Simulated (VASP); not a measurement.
Input of a VASP 6.6.1 run:

Contents of INCAR:

```
SYSTEM = GaN
PREC     = Accurate       ! precision mode
ENCUT    = 600            ! plane-wave cutoff, eV
EDIFF    = 1E-6           ! SCF threshold, eV
ISMEAR   = 0              ! smearing method
SIGMA    = 0.02           ! smearing width, eV
LREAL    = .False.        ! projectors in reciprocal space
LASPH    = .True.         ! aspherical terms in the spheres
NELM     = 120            ! most SCF steps
ALGO     = Normal         ! electronic algorithm
ISIF     = 2              ! what is computed and relaxed
LWAVE    = .False.        ! write WAVECAR
LCHARG   = .False.        ! write CHGCAR
GGA      = PE             ! functional
NBANDS   = 16             ! bands
GGA_COMPAT= .False.
```

File KPOINTS:

```
Automatic mesh
0
Gamma
  6 6 6
  0 0 0
```

File POSCAR:

```
GaN
1.0
    0.0000000000      2.2535006075      2.2535006075
    2.2535006075      0.0000000000      2.2535006075
    2.2535006075      2.2535006075      0.0000000000
Ga N
1 1
Direct
    0.0000000000      0.0000000000      0.0000000000
    0.7500000000      0.7500000000      0.7500000000
```

Potentials or basis: VASP PAW PBE potentials, release 64 (Ga_d, N).

Launch:

```sh
$ cat potpaw_PBE.64/Ga_d/POTCAR potpaw_PBE.64/N/POTCAR > POTCAR
$ mpirun -np 1 vasp_std > vasp.out
```

Question: Estimate the pressure.

Answer: 4.9 GPa.

Question: Predict the band gap on the k mesh.

Answer: 1.72 eV, direct.

Expect the measured gap to be larger: semilocal functionals such as PBE lack the derivative discontinuity.
